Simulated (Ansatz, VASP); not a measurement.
One calculation of Mo, two programs

```xyz
1
Lattice="-1.6312 1.6312 1.6312 1.6312 -1.6312 1.6312 1.6312 1.6312 -1.6312" Properties=species:S:1:pos:R:3 pbc="T T T"
Mo    0.0000    0.0000    0.0000
```

Alike in both runs: task single point; functional PBE; k mesh 18 × 18 × 18; occupations gaussian, width 0.1 eV; no spin polarisation.

```csv
,VASP,Ansatz
version,VASP 6.6.1,Ansatz 0.2.0
potentials or method,"VASP PAW PBE potentials, release 64 (Mo_sv), cutoff 500 eV","scalar-relativistic, plane waves, PAW"
valence electrons in the cell,14,14
```

|  | VASP | Ansatz | Ansatz less VASP |
| --- | --- | --- | --- |
| gap on the k mesh at the Fermi level (eV) | none | none | - |
| pressure (GPa) | -19.8 | -20.1 | -0.37 |

A gap of «none» marks a metal or a gap that the smearing closes.
